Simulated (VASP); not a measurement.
SrO: single point with HSE06

The system is SrO.

```
CELL_PARAMETERS angstrom
0.00000 2.49888 2.49888
2.49888 0.00000 2.49888
2.49888 2.49888 0.00000
ATOMIC_POSITIONS crystal
Sr 0.00000 0.00000 0.00000
O 0.50000 0.50000 0.50000
```

This cell differs from its parent crystal: strain -3.1%.

```yaml
Program: VASP 6.6.1
Task: single point
Functional: HSE06
Potentials_or_basis: VASP PAW PBE potentials, release 64 (Sr_sv, O)
Cutoff: 520 eV
k_mesh: 6 × 6 × 6
Occupations: gaussian, width 0.01 eV
Spin: no spin polarisation
Dipole_correction: no
Grid_for_exact_exchange_PRECFOCK: Normal
Further_INCAR_settings: ALGO = Normal; EDIFF = 1e-06; NBANDS = 15
Screening_parameter: 0.2079 1/Å
```

* Pressure: 11.3 GPa
* Band gap on the k mesh: 4.70 eV, indirect (least direct gap 4.72 eV)

Levels at points of the mesh, in eV from the valence-band top:
| k point | band 5 | band 6 | band 7 | band 8 | band 9 | band 10 | band 11 | band 12 |
| --- | --- | --- | --- | --- | --- | --- | --- | --- |
| (0.00, 0.00, 0.00) | -14.27 | 0.00 | 0.00 | 0.00 | 6.17 | 8.08 | 8.08 | 8.08 |
| (0.50, 0.00, 0.00) | -13.19 | -2.44 | -1.39 | -1.39 | 8.67 | 10.75 | 11.26 | 11.26 |
| (0.50, 0.50, 0.00) | -14.78 | -0.29 | -0.03 | -0.03 | 4.70 | 10.29 | 12.65 | 13.01 |

It took 23 min on 1 thread of AMD EPYC 7R43 64-Core Processor (Zen 3), with other jobs on the host, peak memory 0.24 GiB.

Caveat: the cell differs from its parent crystal (strain -3.1%); the PAW data sets were made with another functional, which shifts forces and pressure a little. A k mesh can miss the band edges.
